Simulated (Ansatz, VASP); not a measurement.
## ZnSe: VASP beside Ansatz

The input INCAR:

```
SYSTEM = ZnSe
PREC = Accurate
ENCUT = 520
EDIFF = 1E-6
ISMEAR = 0
SIGMA = 0.01
LREAL = .FALSE.
LASPH = .TRUE.
NELM = 150
ALGO = Normal
ISIF = 2
LWAVE = .FALSE.
LCHARG = .FALSE.
MAGMOM = 0 0 0 0 0 0
LORBIT = 11
LSORBIT = .TRUE.
GGA_COMPAT = .FALSE.
LORBMOM = .TRUE.
GGA = PS
NBANDS = 30
```

The input KPOINTS:

```
Automatic mesh
0
G
  8 8 8
  0 0 0
```

File POSCAR:

```
ZnSe
1.0
    2.7354171504      2.7354171504      0.0000000000
   -2.7354171504      2.7354171504      0.0000000000
    0.0000000000      2.7354171504      2.7354171504
Zn Se
1 1
Direct
    0.0000000000      0.0000000000      0.0000000000
    0.7500000000      0.2500000000      0.5000000000
```

Input for Ansatz:

```yaml
crystal:
  lattice:
    - [2.73541715038, 2.73541715038, 0.0]
    - [-2.73541715038, 2.73541715038, 0.0]
    - [0.0, 2.73541715038, 2.73541715038]
  atoms:
    - { symbol: Zn, position: [0.0, 0.0, 0.0] }
    - { symbol: Se, position: [0.75, 0.25, 0.5] }
kpoints:
  mp_grid: { grid: [8, 8, 8] }
scf:
  occupations: { method: fixed }
  convergence: { dr2_threshold: 1.0e-10 }
hamiltonian:
  xc: pbesol
  pseudopotentials: { kind: all_electron, lapw: { basis_error: 0.0005 } }
magnetization:
  noncollinear: true
  spin_orbit: true
output:
  forces: true
  stress: true
  eigenstates:
    kpoints:
      - [0.0, 0.0, 0.0]
      - [-0.5, -0.5, -0.5]
      - [-0.5, 0.5, 0.0]
      - [0.0, 0.0, -0.5]
      - [0.0, -0.5, -0.5]
      - [0.0, 0.5, 0.0]
      - [-0.5, 0.0, 0.0]
      - [-0.5, 0.0, -0.5]
  eigenvalues: true
```

Alike in both runs: task single point; functional PBEsol; k mesh 8 × 8 × 8; non-collinear spin, spin-orbit coupling.

```csv
,VASP,Ansatz
version,VASP 6.6.1,Ansatz 0.2.0
potentials or method,"VASP PAW PBE potentials, release 64 (Zn, Se), cutoff 520 eV",all-electron LAPW
occupations,"gaussian, width 0.01 eV",fixed
```

Ansatz gave:

* pressure (GPa): 7.0
* net moment per atom (μB): 0.00

Q: What did VASP give for the same quantities?

A: Pressure (GPa): 7.4; net moment per atom (μB): 0.00.

VASP's potentials were made for PBE, not for PBEsol. Ansatz ran all-electron here, and VASP with PAW potentials.
